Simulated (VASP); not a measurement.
# Ga2O3 (P-6m2) in VASP: notebook, part 2 of 2

VASP 6.6.1.

## (3) Single point, PBE, collinear spin, ferromagnetic start

This run uses another cell than the first one, of 12.34 Å³/atom.

INCAR

```
SYSTEM = Ga2O3
PREC = Accurate ; ENCUT = 520
EDIFF = 1E-7 ; ISMEAR = 0
SIGMA = 0.1 ; LREAL = .False.
LASPH = .True. ; NELM = 150
ALGO = Normal ; ISIF = 2
LWAVE = .False. ; LCHARG = .True.
ISPIN = 2 ; MAGMOM = 0 0 1 1 1
LORBIT = 11 ; GGA = PE
LELF = .True. ; LVHAR = .True.
NBANDS = 34
```

KPOINTS

```
Automatic mesh
0
Gamma
  6 6 4
  0 0 0
```

POSCAR

```
Ga2O3
1.0
    3.1910990100      0.0000000000      0.0000000000
   -1.5955495000      2.7635728100      0.0000000000
    0.0000000000      0.0000000000      6.9951191000
Ga O
2 3
Direct
    0.0000000000      0.0000000000      0.6949416400
    0.0000000000      0.0000000000      0.3050583600
    0.3333333300      0.6666666700      0.6736044100
    0.3333333300      0.6666666700      0.3263955900
    0.0000000000      0.0000000000      0.0000000000
```

Potentials or basis: VASP PAW PBE potentials, release 64 (Ga_d, O).

Command:

```sh
$ cat potpaw_PBE.64/Ga_d/POTCAR potpaw_PBE.64/O/POTCAR > POTCAR
$ mpirun -np 1 vasp_std > vasp.out
```

Run time: 94 s. Hardware: 1 thread of Intel Xeon 6975P-C (Granite Rapids), shared host; peak memory 0.23 GiB.

The run converged. Its results:

```yaml
Free_energy: -25.1379 eV
Pressure: 8.2 GPa
Largest_force: 4.651 eV/Å
Net_moment: 0.41 μB per cell
Site_moments: Ga -0.04; O -0.03, +0.49 (each value once) μB
Valence_electrons_inside_the_program's_atomic_spheres: Ga 11.73; O 5.09, 4.82 (each value once)
```

Forces in eV/Å, atoms in the order of the input:
```
Ga   0.000  0.000  4.651
Ga   0.000  0.000 -4.651
O    0.000  0.000  0.051
O    0.000  0.000 -0.051
O    0.000  0.000  0.000
```

Stress tensor (GPa, compression positive):
```
16.26  0.00  0.00
 0.00 16.26  0.00
 0.00  0.00 -7.93
```

Levels at points of the mesh, in eV from the Fermi level:
Spin up:
```
           k point  band 18  band 19  band 20  band 21  band 22  band 23  band 24  band 25  band 26  band 27
(0.00, 0.00, 0.00)    -4.87    -4.87    -2.83    -2.36    -0.80    -0.80     1.55     4.61     7.82     7.82
(0.50, 0.00, 0.00)    -5.46    -3.68    -2.57    -2.42    -1.08     0.48     3.00     4.22     5.51     6.76
(0.00, 0.00, 0.50)    -4.88    -4.41    -4.08    -1.09    -0.79    -0.79     0.03     6.57     7.66     7.66
(0.50, 0.00, 0.50)    -5.51    -3.67    -3.24    -1.98    -1.07     0.28     3.67     3.68     5.97     7.07
```
Spin down:
```csv
k point,band 19,band 20,band 21,band 22,band 23,band 24,band 25,band 26
"(0.00, 0.00, 0.00)",-4.91,-2.94,-2.27,0.35,0.35,1.63,4.55,7.74
"(0.50, 0.00, 0.00)",-3.62,-2.39,-1.64,0.03,0.38,2.90,4.18,5.51
"(0.00, 0.00, 0.50)",-4.38,-4.09,-1.01,-0.01,0.35,0.35,6.56,7.56
"(0.50, 0.00, 0.50)",-3.56,-2.99,-1.24,0.03,0.08,3.58,3.67,6.01
```

Caveat: the k points lie up to 0.38 Å⁻¹ apart; a moment this small can come from the mesh or the smearing; forces of over 1 eV/Å act on the atoms, so gaps and moduli don't describe the material at rest.

## (4) Single point, PBE, collinear spin, ferromagnetic start

This run uses another cell than the first one, of 14.91 Å³/atom.

INCAR

```
PREC = Accurate
ENCUT = 520
EDIFF = 1E-6
ISMEAR = 0
SIGMA = 0.1
LREAL = False
LASPH = True
NELM = 150
ALGO = Normal
ISIF = 2
LWAVE = False
LCHARG = False
ISPIN = 2
MAGMOM = 0 0 1 1 1
LORBIT = 11
GGA = PE
NBANDS = 34
```

KPOINTS

```
Automatic mesh
0
Gamma
  6 6 4
```

POSCAR

```
Ga2O3
1.0
    3.1313663049     -0.0000000028      0.0000000000
   -1.5656831500      2.7118427700      0.0000000000
    0.0000000000      0.0000000000      8.7799988850
Ga O
2 3
Direct
    0.0000000000      0.0000000000      0.7998357285
    0.0000000000      0.0000000000      0.2001642715
    0.3333333333      0.6666666667      0.7251408427
    0.3333333333      0.6666666667      0.2748591573
    0.0000000000      0.0000000000      0.0000000000
```

Command:

```sh
$ cat potpaw_PBE.64/Ga_d/POTCAR potpaw_PBE.64/O/POTCAR > POTCAR
$ mpirun -np 1 vasp_std > vasp.out
```

Wall time 1.9 min (1 thread of Intel Xeon 6975P-C (Granite Rapids), shared host); peak memory 0.25 GiB.

Results (log left out):

```yaml
Free_energy: -28.7818 eV
Pressure: 0.3 GPa
Largest_force: 0.046 eV/Å
Band_gap_on_the_k_mesh: 0.64 eV
Net_moment: 0.00 μB per cell
Valence_electrons_inside_the_program's_atomic_spheres: Ga 11.77; O 5.02, 5.08 (each value once)
```

Forces on the atoms (eV/Å):
```
Ga   0.000  0.000  0.043
Ga   0.000  0.000 -0.043
O    0.000  0.000 -0.046
O    0.000  0.000  0.046
O    0.000  0.000  0.000
```

Stress tensor (GPa, compression positive):
```
0.38 0.00 0.00
0.00 0.38 0.00
0.00 0.00 0.15
```

Levels at points of the mesh, in eV from the valence-band top:
Spin up:
```
           k point  band 18  band 19  band 20  band 21  band 22  band 23  band 24  band 25  band 26  band 27
(0.00, 0.00, 0.00)    -2.77    -2.77    -1.80     0.00     0.00     0.64     2.23     6.31     8.10     9.81
(0.50, 0.00, 0.00)    -3.83    -3.42    -2.42    -1.56    -0.30     4.71     4.84     6.08     7.22     8.40
(0.00, 0.00, 0.50)    -2.77    -2.77    -2.06     0.00     0.00     0.99     1.91     7.09     7.11    10.54
(0.50, 0.00, 0.50)    -3.83    -3.35    -2.52    -1.50    -0.30     4.53     4.99     6.19     7.18     8.70
```
Spin down:
| k point | band 19 | band 20 | band 21 | band 22 | band 23 | band 24 | band 25 | band 26 |
| --- | --- | --- | --- | --- | --- | --- | --- | --- |
| (0.00, 0.00, 0.00) | -2.77 | -1.80 | 0.00 | 0.00 | 0.64 | 2.23 | 6.31 | 8.10 |
| (0.50, 0.00, 0.00) | -3.42 | -2.42 | -1.56 | -0.30 | 4.71 | 4.84 | 6.08 | 7.22 |
| (0.00, 0.00, 0.50) | -2.77 | -2.06 | 0.00 | 0.00 | 0.99 | 1.91 | 7.09 | 7.11 |
| (0.50, 0.00, 0.50) | -3.35 | -2.52 | -1.50 | -0.30 | 4.53 | 4.99 | 6.19 | 7.18 |

Caveat: semilocal functionals underestimate gaps, and a narrow one can read as zero. A k mesh can miss the band edges.

## (5) Relaxation of cell and atoms, PBE

This run uses another cell than the first one, of 14.91 Å³/atom.

INCAR

```
SYSTEM = Ga2O3
ALGO = Normal ; EDIFF = 1E-6
EDIFFG = -0.01 ; ENCUT = 600
GGA = PE ; IBRION = 2
ISIF = 3 ; ISMEAR = 0
LASPH = .TRUE. ; LCHARG = .FALSE.
LREAL = .FALSE. ; LWAVE = .FALSE.
NELM = 100 ; NSW = 100
PREC = Accurate ; SIGMA = 0.02
```

KPOINTS

```
k-points
0
G
  12 12 4
  0 0 0
```

Changes to POSCAR since step 4:

```diff
@@ -2,4 +2,4 @@
 1.0
-    3.1313663049     -0.0000000028      0.0000000000
-   -1.5656831500      2.7118427700      0.0000000000
+    3.1313663049      0.0000000000      0.0000000000
+   -1.5656831524      2.7118427686      0.0000000000
     0.0000000000      0.0000000000      8.7799988850
```

Command:

```sh
$ cat potpaw_PBE.64/Ga_d/POTCAR potpaw_PBE.64/O/POTCAR > POTCAR
$ mpirun -np 1 vasp_std > vasp.out
```

Run time: 7 min. Hardware: 1 thread of Intel Xeon 6975P-C (Granite Rapids), shared host; peak memory 0.31 GiB.

The run converged. Its results:

| Property | Result |
| --- | --- |
| Free energy | -28.7921 eV |
| Relaxed volume | 14.93 Å³/atom |
| Relaxed cell | a = 3.133 Å, b = 3.133 Å, c = 8.783 Å, α = 90.00°, β = 90.00°, γ = 120.00° |
| Space group after relaxing (to 0.1 Å) | P-6m2 (No. 187) |
| Energy gained by relaxing | 0.0 meV/atom |
| Ionic steps | 5 |
| Pressure after relaxing | 0.0 GPa |
| Largest force after relaxing | 0.009 eV/Å |
| Band gap on the k mesh | 0.65 eV |

Forces in eV/Å, atoms in the order of the input:
```
Ga   0.000  0.000  0.001
Ga   0.000  0.000 -0.001
O    0.000  0.000 -0.009
O    0.000  0.000  0.009
O    0.000  0.000  0.000
```

Stress tensor (GPa, compression positive):
```
-0.02  0.00  0.00
 0.00 -0.02  0.00
 0.00  0.00 -0.09
```

The path:
```
step  energy change (eV)  largest force (eV/Å)  pressure (GPa)  volume (Å³)
   1              0.0000                0.0404            0.15        74.56
   2              0.0000                0.0497           -0.09        74.71
   3             -0.0001                0.0137            0.00        74.64
   4             -0.0001                0.0075           -0.09        74.65
   5             -0.0001                0.0095           -0.04        74.65
```

Final structure:
```
CELL_PARAMETERS angstrom
3.13280 0.00000 0.00000
-1.56640 2.71308 0.00000
0.00000 0.00000 8.78293
ATOMIC_POSITIONS crystal
Ga 0.00000 0.00000 0.79989
Ga 0.00000 0.00000 0.20011
O 0.33333 0.66667 0.72495
O 0.33333 0.66667 0.27505
O 0.00000 0.00000 0.00000
```

Levels at points of the mesh, in eV from the valence-band top:
| k point | band 20 | band 21 | band 22 | band 23 | band 24 | band 25 |
| --- | --- | --- | --- | --- | --- | --- |
| (0.00, 0.00, 0.00) | -1.78 | 0.00 | 0.00 | 0.65 | 2.25 | 6.33 |
| (0.50, 0.00, 0.00) | -2.40 | -1.55 | -0.30 | 4.73 | 4.85 | 6.08 |
| (0.00, 0.00, 0.50) | -2.04 | 0.00 | 0.00 | 1.00 | 1.93 | 7.10 |
| (0.50, 0.00, 0.50) | -2.50 | -1.48 | -0.30 | 4.54 | 5.00 | 6.19 |

Caveat: semilocal functionals underestimate gaps, and a narrow one can read as zero.

## (6) Summary

| task | spin | cell | k mesh | cutoff (eV) | smearing | gap on the mesh (eV) | pressure (GPa) | moment (μB) | largest force (eV/Å) |
| --- | --- | --- | --- | --- | --- | --- | --- | --- | --- |
| single point | off | a = 3.131, b = 3.131, c = 9.023 Å, angles 90.0, 90.0, 120.0°, 5 atoms, atomic positions A | 12 × 12 × 4 | 520 | gaussian 0.02 eV | 0.67 | 0.3 | - | 0.05 |
| single point | collinear, ferromagnetic start | a = 3.191, b = 3.191, c = 6.995 Å, angles 90.0, 90.0, 120.0°, 5 atoms, atomic positions B | 6 × 6 × 4 | 520 | gaussian 0.1 eV | none | 8.2 | 0.41 | 4.65 |
| single point | collinear, ferromagnetic start | a = 3.131, b = 3.131, c = 8.780 Å, angles 90.0, 90.0, 120.0°, 5 atoms, atomic positions C | 6 × 6 × 4 | 520 | gaussian 0.1 eV | 0.64 | 0.3 | 0.00 | 0.05 |
| relaxation of cell and atoms | off | relaxed from a = 3.131, b = 3.131, c = 8.780 Å, angles 90.0, 90.0, 120.0°, 5 atoms, atomic positions C | 12 × 12 × 4 | 600 | gaussian 0.02 eV | 0.65 | 0.0 | - | 0.01 |

Alike in all rows: level PBE; potentials or basis VASP PAW PBE potentials, release 64 (Ga_d, O).

Caveats: some runs use coarse meshes; semilocal functionals underestimate gaps, and a narrow one can read as zero (at least some runs); a moment this small can come from the mesh or the smearing (at least some runs); forces of over 1 eV/Å act on the atoms, so gaps and moduli don't describe the material at rest (at least some runs).

Absolute energies hang on the potentials; compare differences alone.
